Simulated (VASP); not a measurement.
Set up this calculation in VASP 6.6.1, as the native input.

```yaml
Task: single point
Functional: r2SCAN
Potentials_or_basis: VASP PAW PBE potentials, release 64 (Li_sv, F_h)
Cutoff: 1490 eV
k_mesh: 10 × 10 × 10
Occupations: gaussian, width 0.05 eV
Spin: no spin polarisation
Dipole_correction: no
Further_INCAR_settings: ALGO = Normal; EDIFF = 1e-06; NBANDS = 12
```

The system is LiF.

```
Li F
1.0
     2.55953    0.00000    0.00000
     0.00000    2.55953    0.00000
     0.00000    0.00000    2.45715
Li F
1 1
Direct
  0.00000 0.00000 0.00000
  0.50000 0.50000 0.50000
```

This cell differs from its parent crystal: strain +0.000 along x and y, -0.040 along z.

The input as run:

POSCAR

```
LiF
1.0
    2.5595330000      0.0000000000      0.0000000000
    0.0000000000      2.5595330000      0.0000000000
    0.0000000000      0.0000000000      2.4571516800
Li F
1 1
Direct
    0.0000000000      0.0000000000      0.0000000000
    0.5000000000      0.5000000000      0.5000000000
```

INCAR.step1

```
SYSTEM = LiF
PREC = Accurate
ENCUT = 1490
ISMEAR = 0
SIGMA = 0.05
LREAL = .False.
LASPH = .True.
NELM = 120
NBANDS = 12
GGA = PE
ALGO = Normal
EDIFF = 1E-5
LWAVE = .True.
LCHARG = .False.
GGA_COMPAT = .False.
```

INCAR.step2

```
SYSTEM = LiF
PREC = Accurate
ENCUT = 1490
EDIFF = 1E-6
ISMEAR = 0
SIGMA = 0.05
LREAL = .False.
LASPH = .True.
NELM = 120
ALGO = Normal
ISIF = 2
LWAVE = .False.
LCHARG = .False.
METAGGA = R2SCAN
LMIXTAU = .True.
NBANDS = 12
ISTART = 1
GGA_COMPAT = .False.
```

KPOINTS

```
regular mesh
0
Gamma
  10 10 10
  0 0 0
```

Potentials or basis: VASP PAW PBE potentials, release 64 (Li_sv, F_h).

Launch:

```bash
$ cat potpaw_PBE.64/Li_sv/POTCAR potpaw_PBE.64/F_h/POTCAR > POTCAR
$ cp INCAR.step1 INCAR
$ mpirun -np 1 vasp_std > vasp.out
$ cp INCAR.step2 INCAR
$ mpirun -np 1 vasp_std > vasp.out
```

It gave:

* Pressure: -1.8 GPa
* Band gap on the k mesh: 8.78 eV (least direct gap 9.40 eV)

Caveat: the cell differs from its parent crystal (strain +0.000 along x and y, -0.040 along z); the stress differs along the axes, from -6 to 7 GPa; the PAW data sets were made with another functional, which shifts forces and pressure a little.

Wall time 2.2 min on 1 thread of Intel(R) Xeon(R) Platinum 8375C CPU @ 2.90GHz (Ice Lake) (shared host), peak memory 0.25 GiB.
